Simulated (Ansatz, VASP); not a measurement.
CuO in VASP and in Ansatz

```
Cu O
1.0
     2.32613   -1.69981    0.00000
     2.32613    1.69981    0.00000
    -0.84432    0.00000    5.02392
Cu O
2 2
Direct
  0.50000 0.00000 0.50000
  0.00000 0.50000 0.00000
  0.41840 0.58160 0.75000
  0.58160 0.41840 0.25000
```

Alike in both runs: task single point; functional RPBE; dispersion D4; k mesh 10 × 10 × 5; occupations fermi-dirac, width 0.05 eV; no spin polarisation.

|  | VASP | Ansatz |
| --- | --- | --- |
| version | VASP 6.6.1 | Ansatz 0.2.0 |
| potentials or method | VASP PAW PBE potentials, release 64 (Cu, O) | Ansatz PAW |
| plane-wave cutoff (eV) | 520 | 420 |
| valence electrons in the cell | 34 | 50 |

Ansatz gave:

```
gap on the k mesh at the Fermi level (eV)                     : none
pressure (GPa)                                                : 5.6
traceless stress, the component that is largest in VASP (GPa) : -2.26
rms of the force components (eV/Å)                            : 0.049
```

**Question.** Which values does VASP return?

**Answer.** gap on the k mesh at the Fermi level (eV): none; pressure (GPa): 6.4; traceless stress, the component that is largest in VASP (GPa): -2.35; rms of the force components (eV/Å): 0.030.

VASP's potentials were made for PBE, not for RPBE. Atom by atom the forces differ by 0.018 eV/Å (rms over components). A gap of «none» marks a metal or a gap that the smearing closes. VASP's potentials hold 34 valence electrons a cell and Ansatz's 50, so a difference there can come from the potentials and not from the codes.
